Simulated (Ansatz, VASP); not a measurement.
# MoS3: VASP beside Ansatz

The input INCAR:

```
PREC     = Accurate       # precision mode
ENCUT    = 600            # plane-wave cutoff, eV
EDIFF    = 1E-6           # SCF threshold, eV
ISMEAR   = 0              # smearing method
SIGMA    = 0.1            # smearing width, eV
LREAL    = F              # projectors in reciprocal space
LASPH    = T              # aspherical terms in the spheres
NELM     = 100            # most SCF steps
ALGO     = Normal         # electronic algorithm
ISIF     = 3              # what is computed and relaxed
LWAVE    = F              # write WAVECAR
LCHARG   = F              # write CHGCAR
GGA      = PE             # functional
IBRION   = 2              # ionic algorithm
NSW      = 100            # ionic steps
EDIFFG   = -0.01          # ionic threshold
```

Contents of KPOINTS:

```
regular mesh
0
Gamma
  12 12 16
```

File POSCAR:

```
MoS3
1.0
    6.7117245548      0.0000000000      0.0000000000
   -3.3558622774      5.8125239677      0.0000000000
    0.0000000000      0.0000000000      2.8947571331
Mo S
1 3
Direct
    0.0000000000      0.0000000000      0.0000000000
    0.7203705611      0.0000000000      0.5000000000
    0.0000000000      0.7203705611      0.5000000000
    0.2796294389      0.2796294389      0.5000000000
```

Input for Ansatz:

```yaml
crystal:
  lattice:
    - [6.7117245548, 0.0, 0.0]
    - [-3.3558622774, 5.8125239677, 0.0]
    - [0.0, 0.0, 2.8947571331]
  atoms:
    - { symbol: Mo, position: [0.0, 0.0, 0.0] }
    - { symbol: S, position: [0.7203705611, 0.0, 0.5] }
    - { symbol: S, position: [0.0, 0.7203705611, 0.5] }
    - { symbol: S, position: [0.2796294389, 0.2796294389, 0.5] }
basis:
  ecutwfc: 420
kpoints:
  mp_grid: { grid: [12, 12, 16] }
hamiltonian:
  xc: pbe
scf:
  occupations: { method: gaussian, width: 0.1 }
output:
  forces: true
  stress: true
  eigenvalues: true
relax:
  adjacent_minimum: "off"
  f_tol: 0.01
  max_steps: 80
  cell: { stress_tol: 0.05 }
```

Alike in both runs: task relaxation of cell and atoms; functional PBE; k mesh 12 × 12 × 16; occupations gaussian, width 0.1 eV; no spin polarisation.

```csv
,VASP,Ansatz
version,VASP 6.6.1,Ansatz 0.2.0
potentials or method,"VASP PAW PBE potentials, release 64 (Mo_sv, S), cutoff 600 eV","scalar-relativistic, plane waves, PAW"
valence electrons in the cell,32,32
```

```tsv
	VASP	Ansatz	Ansatz less VASP
gap on the k mesh at the Fermi level, each at its own relaxed structure (eV)	0.03	0.05	+0.023
relaxed volume (Å³/atom)	28.17	29.13	+0.959
relaxed cell length with the largest relative difference (Å)	6.719	6.832	+0.1136
```
